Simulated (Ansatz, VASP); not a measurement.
# SiGeTe2S2 in VASP and in Ansatz

INCAR

```
PREC = Accurate
ENCUT = 600
EDIFF = 1E-6
ISMEAR = 0
SIGMA = 0.1
LREAL = False
LASPH = True
NELM = 60
ALGO = Normal
ISIF = 3
LWAVE = False
LCHARG = False
GGA = PE
IBRION = 2
NSW = 100
EDIFFG = -0.01
```

Contents of KPOINTS:

```
Automatic mesh
0
Gamma
  10 10 4
```

File POSCAR:

```
SiGeTe2S2
1.0
    4.3334891414      0.0000000000      0.0000000000
    0.0000000000      4.3334891414      0.0000000000
    0.0000000000      0.0000000000      9.0913264185
Si Ge Te S
1 1 2 2
Direct
    0.0000000000      0.0000000000      0.0000000000
    0.0000000000      0.0000000000      0.5000000000
    0.5000000000      0.5000000000      0.6523651263
    0.5000000000      0.5000000000      0.3476348737
    0.5000000000      0.0000000000      0.0000000000
    0.0000000000      0.5000000000      0.0000000000
```

Input for Ansatz:

```yaml
crystal:
  lattice:
    - [4.3334891414, 0.0, 0.0]
    - [0.0, 4.3334891414, 0.0]
    - [0.0, 0.0, 9.0913264185]
  atoms:
    - { symbol: Si, position: [0.0, 0.0, 0.0] }
    - { symbol: Ge, position: [0.0, 0.0, 0.5] }
    - { symbol: Te, position: [0.5, 0.5, 0.6523651263] }
    - { symbol: Te, position: [0.5, 0.5, 0.3476348737] }
    - { symbol: S, position: [0.5, 0.0, 0.0] }
    - { symbol: S, position: [0.0, 0.5, 0.0] }
basis:
  ecutwfc: 420
kpoints:
  mp_grid: { grid: [10, 10, 4] }
hamiltonian:
  xc: pbe
scf:
  occupations: { method: gaussian, width: 0.1 }
output:
  forces: true
  stress: true
  eigenvalues: true
relax:
  adjacent_minimum: "off"
  f_tol: 0.01
  max_steps: 80
  cell: { stress_tol: 0.05 }
```

Change from the starting cell: species swapped into the LaAl2BRu2 type (P4/mmm, No. 123).

Alike in both runs: task relaxation of cell and atoms; functional PBE; k mesh 10 × 10 × 4; occupations gaussian, width 0.1 eV; no spin polarisation.

|  | VASP | Ansatz |
| --- | --- | --- |
| version | VASP 6.6.1 | Ansatz 0.2.0 |
| potentials or method | VASP PAW PBE potentials, release 64 (Si, Ge_d, Te, S), cutoff 600 eV | scalar-relativistic, plane waves, PAW |
| valence electrons in the cell | 42 | 62 |

```tsv
	VASP	Ansatz	Ansatz less VASP
gap on the k mesh at the Fermi level, each at its own relaxed structure (eV)	none	none	-
relaxed volume (Å³/atom)	28.64	28.78	+0.136
relaxed cell length with the largest relative difference (Å)	9.176	9.204	+0.0282
```

A gap of «none» marks a metal or a gap that the smearing closes. VASP's potentials hold 42 valence electrons a cell and Ansatz's 62, so a difference there can come from the potentials and not from the codes.

Neither program's run includes spin-orbit coupling.
